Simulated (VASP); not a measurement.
# Bi2Se3 in VASP: single point with PBE+D3(BJ)

Aim: the single point of Bi2Se3 with PBE+D3(BJ).

Program: VASP 6.6.1. These are calculated values, not measurements. Logs are shortened: lines on timing, memory, paths and dates and some standing lists are left out, and cuts for length are marked.

## Step 1: The cell of the first run

The cell holds a slab with vacuum, 10 atoms: a = 4.124 Å, b = 4.124 Å, c = 60.741 Å, α = 90.00°, β = 90.00°, γ = 120.00°.

## Step 2: Single point, PBE+D3(BJ)

Contents of INCAR:

```
ALGO = Normal ; DIPOL = 0.5 0.5 0.500
EDIFF = 1E-7 ; ENCUT = 520
GGA = PE ; IDIPOL = 3
ISIF = 2 ; ISMEAR = 0
IVDW = 12 ; LASPH = T
LCHARG = F ; LDIPOL = T
LREAL = F ; LWAVE = F
NBANDS = 59 ; NELM = 60
PREC = Accurate ; SIGMA = 0.02
```

Contents of KPOINTS:

```
k-points
0
Gamma
  12 12 1
```

Contents of POSCAR:

```
Bi2Se3
1.0
    4.1243445460      0.0000000000      0.0000000000
   -2.0621722730      3.5717871508      0.0000000000
    0.0000000000      0.0000000000     60.7411062870
Se Bi
6 4
Direct
    0.0000000000      0.0000000000      0.3551580422
    0.6666666667      0.3333333333      0.4130343260
    0.3333333333      0.6666666667      0.4708890452
    0.3333333333      0.6666666667      0.5291109626
    0.6666666667      0.3333333333      0.5869656040
    0.0000000000      0.0000000000      0.6448419552
    0.3333333333      0.6666666667      0.3811523448
    0.0000000000      0.0000000000      0.4448479885
    0.0000000000      0.0000000000      0.5551521165
    0.3333333333      0.6666666667      0.6188476151
```

Potentials or basis: VASP PAW PBE potentials, release 64 (Se, Bi_d).

Run with:

```sh
$ cat potpaw_PBE.64/Se/POTCAR potpaw_PBE.64/Bi_d/POTCAR > POTCAR
$ mpirun -np 1 vasp_std > vasp.out
```

OUTCAR:

```text
EDIFF = 1E-7
   ENCUT = 520
   GGA = PE
   ISIF = 2
   ISMEAR = 0
   IVDW = 12
   LASPH = T
   LREAL = F
   NELM = 60
   PREC = Accurate
 IVDW          = 12

 ion  position               nearest neighbor table
   1  0.000  0.000  0.355-   7 2.86   7 2.86   7 2.86
   2  0.667  0.333  0.413-   8 3.07   8 3.07   8 3.07   7 3.07   7 3.07   7 3.07
   3  0.333  0.667  0.471-   8 2.86   8 2.86   8 2.86
   4  0.333  0.667  0.529-   9 2.86   9 2.86   9 2.86
   5  0.667  0.333  0.587-   9 3.07   9 3.07   9 3.07  10 3.07  10 3.07  10 3.07
   6  0.000  0.000  0.645-  10 2.86  10 2.86  10 2.86
   7  0.333  0.667  0.381-   1 2.86   1 2.86   1 2.86   2 3.07   2 3.07   2 3.07
   8  0.000  0.000  0.445-   3 2.86   3 2.86   3 2.86   2 3.07   2 3.07   2 3.07
   9  0.000  0.000  0.555-   4 2.86   4 2.86   4 2.86   5 3.07   5 3.07   5 3.07
  10  0.333  0.667  0.619-   6 2.86   6 2.86   6 2.86   5 3.07   5 3.07   5 3.07

  LATTYP: Found a hexagonal cell.
 ALAT       =     4.1243445460
 C/A-ratio  =    14.7274568382

  Lattice vectors:

 A1 = (   4.1243445460,   0.0000000000,   0.0000000000)
 A2 = (  -2.0621722730,   3.5717871508,   0.0000000000)
 A3 = (   0.0000000000,   0.0000000000,  60.7411062870)

Analysis of symmetry for initial positions (statically):
=====================================================================
 Subroutine PRICEL returns:
 Original cell was already a primitive cell.

 Routine SETGRP: Setting up the symmetry group for a
 hexagonal supercell.

 Subroutine GETGRP returns: Found 12 space group operations
 (whereof 12 operations were pure point group operations)
 out of a pool of 24 trial point group operations.

The static configuration has the point symmetry D_3h.

Analysis of symmetry for dynamics (positions and initial velocities):
=====================================================================
 Subroutine PRICEL returns:
 Original cell was already a primitive cell.

 Routine SETGRP: Setting up the symmetry group for a
 hexagonal supercell.

 Subroutine GETGRP returns: Found 12 space group operations
 (whereof 12 operations were pure point group operations)
 out of a pool of 24 trial point group operations.

The dynamic configuration has the point symmetry D_3h.

 Subroutine INISYM returns: Found 12 space group operations
 (whereof 12 operations are pure point group operations),
 and found     1 'primitive' translations

----------------------------------------------------------------------------------------

                                     Primitive cell

  volume of cell :     894.7943

  direct lattice vectors                    reciprocal lattice vectors
     4.124344546  0.000000000  0.000000000     0.242462769  0.139985945  0.000000000
    -2.062172273  3.571787151  0.000000000     0.000000000  0.279971890  0.000000000
     0.000000000  0.000000000 60.741106287     0.000000000  0.000000000  0.016463316

  length of vectors
     4.124344546  4.124344546 60.741106287     0.279971890  0.279971890  0.016463316

  position of ions in fractional coordinates (direct lattice)
     0.000000000  0.000000000  0.355158042
     0.666666667  0.333333333  0.413034326
     0.333333333  0.666666667  0.470889045
     0.333333333  0.666666667  0.529110963
     0.666666667  0.333333333  0.586965604
     0.000000000  0.000000000  0.644841955
     0.333333333  0.666666667  0.381152345
     0.000000000  0.000000000  0.444847989
     0.000000000  0.000000000  0.555152116
     0.333333333  0.666666667  0.618847615

  ion indices of the primitive-cell ions
   primitive index   ion index
                 1           1
                 2           2
                 3           3
                 4           4
                 5           5
                 6           6
                 7           7
                 8           8
                 9           9
                10          10

----------------------------------------------------------------------------------------

 KPOINTS: k-points

Automatic generation of k-mesh.
 Grid dimensions read from file:
 generate k-points for:   12   12    1

 Generating k-lattice:

  Cartesian coordinates                     Fractional coordinates (reciprocal lattice)
     0.020205231  0.011665495  0.000000000     0.083333333  0.000000000  0.000000000
     0.000000000  0.023330991  0.000000000     0.000000000  0.083333333  0.000000000
     0.000000000  0.000000000  0.016463316     0.000000000  0.000000000  1.000000000

  Length of vectors
     0.023330991  0.023330991  0.016463316

  Shift w.r.t. Gamma in fractional coordinates (k-lattice)
     0.000000000  0.000000000  0.000000000

 Subroutine IBZKPT returns following result:
 ===========================================

 Found     19 irreducible k-points:

 Following reciprocal coordinates:
            Coordinates               Weight
  0.000000  0.000000  0.000000      1.000000
  0.083333  0.000000  0.000000      6.000000
  0.166667  0.000000  0.000000      6.000000
  0.250000  0.000000  0.000000      6.000000
  0.333333  0.000000  0.000000      6.000000
  0.416667  0.000000  0.000000      6.000000
[... 11 lines left out ...]
  0.333333  0.250000  0.000000     12.000000
  0.333333  0.333333  0.000000      2.000000
   k-points           NKPTS =     19   k-points in BZ     NKDIM =     19   number of bands    NBANDS=     59
   number of dos      NEDOS =    301   number of ions     NIONS =     10
   total plane-waves  NPLWV = 491520
   dimension x,y,z NGX =    32 NGY =   32 NGZ =  480
   dimension x,y,z NGXF=    64 NGYF=   64 NGZF=  960
   ions per type =               6   4
   NGX,Y,Z   is equivalent  to a cutoff of  12.90, 12.90, 13.14 a.u.
   NGXF,Y,Z  is equivalent  to a cutoff of  25.80, 25.80, 26.27 a.u.
 SYSTEM =  unknown system
   PREC   = accura    normal or accurate (medium, high low for compatibility)
   ISTART =      0    job   : 0-new  1-cont  2-samecut
   ICHARG =      2    charge: 1-file 2-atom 10-const
   ISPIN  =      1    spin polarized calculation?
   LNONCOLLINEAR =      F non collinear calculations
   LSORBIT =      F    spin-orbit coupling
   LASPH  =      T    aspherical Exc in radial PAW
   ENCUT  =  520.0 eV  38.22 Ry    6.18 a.u.   7.67  7.67112.94*2*pi/ulx,y,z
   NELM   =     60;   NELMIN=  2; NELMDL= -5     # of ELM steps
   EDIFF  = 0.1E-06   stopping-criterion for ELM
   LREAL  =      F    real-space projection
   EDIFFG = 0.1E-05   stopping-criterion for IOM
   NSW    =      0    number of steps for IOM
   IBRION =     -1    ionic relax: 0-MD 1-quasi-New 2-CG
   NFREE  =      0    steps in history (QN), initial steepest desc. (CG)
   ISIF   =      2    stress and relaxation
   ISYM   =      2    0-nonsym 1-usesym 2-fastsym
   POTIM  = 0.5000    time-step for ionic-motion
   TEBEG  =    0.0;   TEEND  =   0.0 temperature during run
   PSTRESS=    0.0 pullay stress
   NELECT =      96.0000    total number of electrons
   NUPDOWN=      -1.0000    fix difference up-down
   EMIN   =  10.00;   EMAX   =-10.00  energy-range for DOS
   EFERMI =   0.00;   METHOD = LEGACY
   ISMEAR =     0;   SIGMA  =   0.02  broadening in eV -4-tet -1-fermi 0-gaus
   EFERMI_NEDOS =   21; number of points for ismear=-14 and -15
   IALGO  =     38    algorithm
   IMIX   =      4    mixing-type and parameters
     AMIX     =   0.40;   BMIX     =  1.00
     AMIX_MAG =   1.60;   BMIX_MAG =  1.00
  volume/ion in A,a.u.               =      89.48       603.84
  Fermi-wavevector in a.u.,A,eV,Ry     =   0.777901  1.470019  8.233287  0.605130
  Thomas-Fermi vector in A             =   1.880685
   LORBIT       =      0    0 simple, 1 ext, 2 COOP (PROOUT), +10 PAW based schemes
   GGA     = PE    functional components
   LHFCALC =     F    Hartree Fock is set to
   AEXX    =    0.0000 exact exchange contribution
   IVDW    =    12    specifies the selected vdW correction
   LEPSILON=     F    determine dielectric tensor
   LRPA    =     F    only Hartree local field effects (RPA)
 non-spin polarized calculation
 Gauss-broadening in eV      SIGMA  =   0.02
  energy-cutoff  :      520.00
  volume of cell :      894.79
 maximum number of plane-waves:     24255
 NGX is ok and might be reduce to    32
   NGX = 15   NGY = 15   NGZ =225

 number of electron      96.0000009 magnetization

 dipolmoment           0.000000      0.000000     -0.000008 electrons x Angstroem

 Free energy of the ion-electron system (eV)
  ---------------------------------------------------
  ext. energy  EPLUGINS =         0.00000000
  ---------------------------------------------------
  free energy    TOTEN  =       -40.36847870 eV

  energy without entropy =      -40.36847870  energy(sigma->0) =      -40.36847870

 E-fermi :  -2.3090     XC(G=0):  -3.2540

 val. band max:       -2.4500537252   @ k =   0.0833   0.0000   0.0000
 cond. band min:      -1.7582745708   @ k =   0.0000   0.0000   0.0000
 fundamental gap:      0.6917791544
 Fermi energy:        -2.3090441402

 k-point     1 :       0.0000    0.0000    0.0000
  band No.  band energies     occupation
      1     -25.2359      2.00000
      2     -25.2359      2.00000
      3     -25.2357      2.00000
      4     -25.2357      2.00000
      5     -25.2286      2.00000
      6     -25.2286      2.00000
[... 51 lines left out ...]
     58       0.5019      0.00000
     59       0.5334      0.00000

 k-point     2 :       0.0833    0.0000    0.0000
  band No.  band energies     occupation
      1     -25.2367      2.00000
      2     -25.2364      2.00000
      3     -25.2341      2.00000
      4     -25.2339      2.00000
      5     -25.2293      2.00000
      6     -25.2290      2.00000
[... 1043 lines left out ...]
     58       1.9181      0.00000
     59       2.2656      0.00000

 k-point    19 :       0.3333    0.3333    0.0000
  band No.  band energies     occupation
      1     -25.2383      2.00000
      2     -25.2381      2.00000
      3     -25.2321      2.00000
      4     -25.2320      2.00000
      5     -25.2318      2.00000
      6     -25.2317      2.00000
[... 51 lines left out ...]
     58       2.1027      0.00000
     59       2.2175      0.00000

------------------------ aborting loop because EDIFF is reached ----------------------------------------

 vacuum level on the upper side and lower side of the slab       (xc-potential included)        -0.079        -0.079

 Edisp (eV)   -3.41531

 E8    (eV) :    -1.5770

  FORCE on cell =-STRESS in cart. coord.  units (eV):
  Direction    XX          YY          ZZ          XY          YZ          ZX
  --------------------------------------------------------------------------------------
  -------------------------------------------------------------------------------------
  Total      -0.07022    -0.07022     0.09594     0.00000    -0.00000     0.00000
  in kB      -0.12572    -0.12572     0.17178     0.00000    -0.00000     0.00000
  external pressure =       -0.03 kB  Pullay stress =        0.00 kB

 VOLUME and BASIS-vectors are now :
 -----------------------------------------------------------------------------
  energy-cutoff  :      520.00
  volume of cell :      894.79
      direct lattice vectors                 reciprocal lattice vectors
     4.124344546  0.000000000  0.000000000     0.242462769  0.139985945  0.000000000
    -2.062172273  3.571787151  0.000000000     0.000000000  0.279971890  0.000000000
     0.000000000  0.000000000 60.741106287     0.000000000  0.000000000  0.016463316

 POSITION                                       TOTAL-FORCE (eV/Angst)
 -----------------------------------------------------------------------------------
      0.00000      0.00000     21.57269        -0.000000      0.000000     -0.014073
      2.06217      1.19060     25.08816         0.000000      0.000000     -0.000514
     -0.00000      2.38119     28.60232        -0.000000      0.000000      0.010786
     -0.00000      2.38119     32.13879        -0.000000      0.000000     -0.010786
      2.06217      1.19060     35.65294         0.000000      0.000000      0.000514
      0.00000      0.00000     39.16841         0.000000      0.000000      0.014073
     -0.00000      2.38119     23.15162         0.000000     -0.000000      0.007243
      0.00000      0.00000     27.02056         0.000000      0.000000     -0.008201
      0.00000      0.00000     33.72055        -0.000000      0.000000      0.008201
     -0.00000      2.38119     37.58949         0.000000     -0.000000     -0.007243
 -----------------------------------------------------------------------------------
    total drift:                                0.000001     -0.000001     -0.003544

  FREE ENERGIE OF THE ION-ELECTRON SYSTEM (eV)
  ---------------------------------------------------
  free  energy   TOTEN  =       -43.7837867655 eV

  energy  without entropy=      -43.7837867655  energy(sigma->0) =      -43.78378677

 vacuum level on the upper side and lower side of the slab         3.202         3.202
```

It took 57 min on 1 thread of Oxide Virtual Turin-like, shared host; peak memory 1.3 GiB.

What came out:

* Free energy: -43.7838 eV
* Largest force: 0.014 eV/Å
* Band gap on the k mesh: 0.69 eV (least direct gap 0.79 eV)
* Dispersion energy per atom: -0.342 eV

Forces in eV/Å, atoms in the order of the input:
```
Se   0.000  0.000 -0.014
Se   0.000  0.000 -0.001
Se   0.000  0.000  0.011
Se   0.000  0.000 -0.011
Se   0.000  0.000  0.001
Se   0.000  0.000  0.014
Bi   0.000  0.000  0.007
Bi   0.000  0.000 -0.008
Bi   0.000  0.000  0.008
Bi   0.000  0.000 -0.007
```

Caveat: spin-orbit coupling is left out, which moves the levels of the heavy elements.
